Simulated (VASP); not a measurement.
**Pb: single point with PBE**

The system is Pb.

```
Pb
1.0
     0.00000    2.49141    2.49141
     2.49141    0.00000    2.49141
     2.49141    2.49141    0.00000
Pb
1
Direct
  0.00000 0.00000 0.00000
```

This cell differs from its parent crystal: volume scaled by 1.02.

| Quantity | Value |
| --- | --- |
| Program | VASP 6.6.1 |
| Task | single point |
| Functional | PBE |
| Potentials or basis | VASP PAW PBE potentials, release 64 (Pb_d) |
| Cutoff | 520 eV |
| k mesh | 9 × 9 × 9 |
| Occupations | fermi-dirac, width 0.05 eV |
| Spin | no spin polarisation |
| Dipole correction | no |
| Further INCAR settings | ALGO = Fast; EDIFF = 1e-06; NBANDS = 13 |

```json
{
 "Pressure": "1.2 GPa",
 "Band gap on the k mesh": "zero (band 7 reaches 14.32 eV, above the bottom of band 8 at 5.56 eV)"
}
```

Levels at points of the mesh, in eV from the Fermi level:
```tsv
k point	band 5	band 6	band 7	band 8	band 9	band 10
(0.00, 0.00, 0.00)	-16.80	-11.49	7.40	7.40	7.40	9.88
```

Run time: 8.1 s on 1 thread of Intel(R) Xeon(R) 6975P-C (Granite Rapids), with other jobs on the host, peak memory 0.15 GiB.

Caveat: spin-orbit coupling is left out, which moves the levels of the heavy elements.
